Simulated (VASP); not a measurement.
**Si: single point with LDA**

The system is Si.

```
CELL_PARAMETERS angstrom
-0.13237 2.64735 4.58859
2.43201 -0.12160 4.58859
2.29964 2.52575 0.00000
ATOMIC_POSITIONS crystal
Si 0.72972 0.27028 0.72972
Si 0.27028 0.72972 0.27028
Si 0.77443 0.77443 0.22557
Si 0.22557 0.22557 0.77443
```

This cell differs from its parent crystal: strain -0.1000 x Voigt [0, 0, 0, 0, 0, 1].

```json
{
  "Program": "VASP 6.6.1",
  "Task": "single point",
  "Functional": "LDA",
  "Potentials or basis": "VASP PAW LDA potentials, release 64 (Si)",
  "Cutoff": "520 eV",
  "k mesh": "14 × 14 × 14",
  "Occupations": "gaussian, width 0.15 eV",
  "Spin": "no spin polarisation",
  "Dipole correction": "no",
  "Further INCAR settings": "ALGO = Fast; EDIFF = 1e-06; NBANDS = 16"
}
```

```yaml
Pressure: 0.1 GPa
Largest_force: 0.029 eV/Å
Band_gap_on_the_k_mesh: zero (bands 8 and 9 overlap by 4.13 eV)
```

Forces on the atoms (eV/Å):
```
Si  -0.020 -0.010  0.000
Si   0.020  0.010  0.000
Si   0.000  0.000 -0.029
Si   0.000  0.000  0.029
```

Stress tensor (GPa, compression positive):
```
 0.90  7.57  0.00
 7.57  0.70  0.00
 0.00  0.00 -1.25
```

Levels at points of the mesh, in eV from the Fermi level:
```
           k point  band 5  band 6  band 7  band 8  band 9  band 10  band 11  band 12
(0.00, 0.00, 0.00)   -3.15   -2.20   -1.88   -1.44   -1.20     1.66     2.07     5.12
(0.50, 0.00, 0.00)   -1.64   -1.17   -0.55    0.52    1.08     1.14     3.87     3.91
(0.50, 0.50, 0.00)   -2.07   -1.96    0.30    0.99    1.73     2.41     2.50     2.56
(0.00, 0.00, 0.50)   -2.05   -1.76   -1.12   -0.33   -0.16     0.10     2.26     2.30
(0.50, 0.00, 0.50)   -5.59   -5.33   -2.82   -2.52   -1.93    -1.75     5.38     6.10
(0.00, 0.50, 0.50)   -6.89   -6.58   -2.55   -2.05   -1.74     1.39     4.81     5.26
```

It took 6.1 min on 1 thread of Oxide Virtual Turin-like Processor, on a shared host, peak memory 0.52 GiB.

Caveat: the cell differs from its parent crystal (strain -0.1000 x Voigt [0, 0, 0, 0, 0, 1]).
